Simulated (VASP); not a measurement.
Here is a VASP 6.6.1 calculation.

File INCAR:

```
PREC = Accurate
ENCUT = 520
EDIFF = 1E-6
ISMEAR = 0
SIGMA = 0.1
LREAL = F
LASPH = T
NELM = 100
ALGO = Normal
ISIF = 2
LWAVE = F
LCHARG = F
GGA = PE
NBANDS = 36
```

File KPOINTS:

```
Automatic mesh
0
Gamma
  6 6 2
```

Contents of POSCAR:

```
ZnCd2O3
1.0
    3.2586238000      0.0000000000      0.0000000000
   -1.6293119000      2.8220510000      0.0000000000
    0.0000000000      0.0000000000      8.0669856000
Zn Cd O
1 2 3
Direct
    0.0000000000      0.0000000000      0.0000000000
    0.3333333000      0.6666667000      0.6762590000
    0.6666667000      0.3333333000      0.3237410000
    0.6666667000      0.3333333000      0.8557030000
    0.0000000000      0.0000000000      0.5000000000
    0.3333333000      0.6666667000      0.1442970000
```

Potentials or basis: VASP PAW PBE potentials, release 64 (Zn, Cd, O).

Launch:

```sh
$ cat potpaw_PBE.64/Zn/POTCAR potpaw_PBE.64/Cd/POTCAR potpaw_PBE.64/O/POTCAR > POTCAR
$ mpirun -np 1 vasp_std > vasp.out
```

**Question.** Predict the largest force.

**Answer.** 0.054 eV/Å.

**Question.** What does it give for the band gap on the k mesh?

**Answer.** Zero (bands 27 and 28 overlap by 0.26 eV).

Stress tensor (GPa, compression positive):
```
1.22 0.00 0.00
0.00 1.22 0.00
0.00 0.00 1.34
```

Caveat: the k points lie up to 0.39 Å⁻¹ apart; semilocal functionals underestimate gaps, so a narrow gap can read as zero.
